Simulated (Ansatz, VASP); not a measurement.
## One calculation of Se, two programs

```
Se
1.0
    -1.68770    1.68770    1.68770
     1.68770   -1.68770    1.68770
     1.68770    1.68770   -1.68770
Se
1
Direct
  0.00000 0.00000 0.00000
```

Alike in both runs: task single point; functional RPBE; k mesh 14 × 14 × 14; occupations fermi-dirac, width 0.1 eV; no spin polarisation.

|  | VASP | Ansatz |
| --- | --- | --- |
| version | VASP 6.6.1 | Ansatz 0.2.0 |
| potentials or method | VASP PAW PBE potentials, release 64 (Se), cutoff 520 eV | plane waves (420 eV) with PAW, scalar-relativistic |
| valence electrons in the cell | 6 | 16 |

|  | VASP | Ansatz | Ansatz less VASP |
| --- | --- | --- | --- |
| pressure (GPa) | 6.9 | 7.0 | +0.04 |

VASP's potentials were made for PBE, not for RPBE. VASP's potentials hold 6 valence electrons a cell and Ansatz's 16, so a difference there can come from the potentials and not from the codes.
